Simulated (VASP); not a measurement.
**Al: single point with PBEsol**

Crystal: Al.

```
Al
1.0
     2.64023    0.00000    0.00000
    -1.32012    2.28651    0.00000
     0.00000    0.00000    4.32250
Al
2
Direct
  0.33333 0.66667 0.25000
  0.66667 0.33333 0.75000
```

| Property | Result |
| --- | --- |
| Program | VASP 6.6.1 |
| Task | single point |
| Functional | PBEsol |
| Potentials or basis | VASP PAW PBE potentials, release 64 (Al) |
| Cutoff | 520 eV |
| k mesh | 17 × 17 × 9 |
| Occupations | fermi-dirac, width 0.05 eV |
| Spin | no spin polarisation |
| Dipole correction | no |
| Further INCAR settings | ALGO = Normal; EDIFF = 1e-06; NBANDS = 10 |

- Pressure: 28.7 GPa
- Band gap on the k mesh: zero (band 3 reaches 14.30 eV, above the bottom of band 4 at 7.38 eV)

Levels at points of the mesh, in eV from the Fermi level:
```
           k point  band 1  band 2  band 3  band 4  band 5  band 6  band 7  band 8
(0.00, 0.00, 0.00)  -12.89   -5.62   -4.80   12.30   12.30   12.62   12.62   13.27
```

It took 34 s on 1 thread of AMD EPYC 7R43 64-Core Processor (Zen 3), with other jobs on the host, peak memory 0.12 GiB.

Caveat: the PAW data sets were made with another functional, which shifts forces and pressure a little.
